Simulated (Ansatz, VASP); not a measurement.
Ti in VASP and in Ansatz

```
Ti
1.0
     0.00000    2.06981    2.06981
     2.06981    0.00000    2.06981
     2.06981    2.06981    0.00000
Ti
1
Cartesian
  0.0000 0.0000 0.0000
```

Change from the starting cell: volume scaled by 1.06.

Alike in both runs: task single point; functional PBE; dispersion D3(BJ); k mesh 11 × 11 × 11; occupations methfessel-paxton of order 1, width 0.05 eV; no spin polarisation; Hubbard terms Ti d U = 6.2 eV.

|  | VASP | Ansatz |
| --- | --- | --- |
| version | VASP 6.6.1 | Ansatz 0.2.0 |
| potentials or method | VASP PAW PBE potentials, release 64 (Ti_sv), cutoff 520 eV | all-electron LAPW, non-relativistic |

|  | VASP | Ansatz | Ansatz less VASP |
| --- | --- | --- | --- |
| gap on the k mesh at the Fermi level (eV) | none | none | - |
| pressure (GPa) | 7.0 | 23.2 | +16.25 |

The programs project onto different local orbitals, so the same U acts differently, and such runs can settle in different states. A gap of «none» marks a metal or a gap that the smearing closes. Ansatz ran all-electron here, and VASP with PAW potentials.

Noted on Ansatz's run: U is the effective U less J, on atomic orbitals that reach past the spheres.
